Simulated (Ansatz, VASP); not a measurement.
## One calculation of ZrSi2, two programs

```
CELL_PARAMETERS angstrom
1.85260 -7.39400 0.00000
1.85260 7.39400 0.00000
0.00000 0.00000 3.67907
ATOMIC_POSITIONS crystal
Zr 0.89467 0.10533 0.25000
Zr 0.10533 0.89467 0.75000
Si 0.55310 0.44690 0.25000
Si 0.44690 0.55310 0.75000
Si 0.25031 0.74969 0.25000
Si 0.74969 0.25031 0.75000
```

Alike in both runs: functional PBE; k mesh 10 × 10 × 10; occupations gaussian, width 0.1 eV; no spin polarisation.

Ansatz relaxed the structure, and its values are those at the end. VASP's run is a single point on that final structure, the one shown.

```csv
,VASP,Ansatz
version,VASP 6.6.1,Ansatz 0.2.0
potentials or method,"VASP PAW PBE potentials, release 64 (Zr_sv, Si), cutoff 520 eV","scalar-relativistic, plane waves, PAW"
valence electrons in the cell,40,40
```

```csv
,VASP,Ansatz,Ansatz less VASP
gap on the k mesh at the Fermi level (eV),none,none,-
pressure (GPa),0.0,0.0,-0.02
rms of the force components (eV/Å),0.004,0.001,-0.0030
```

A gap of «none» marks a metal or a gap that the smearing closes.
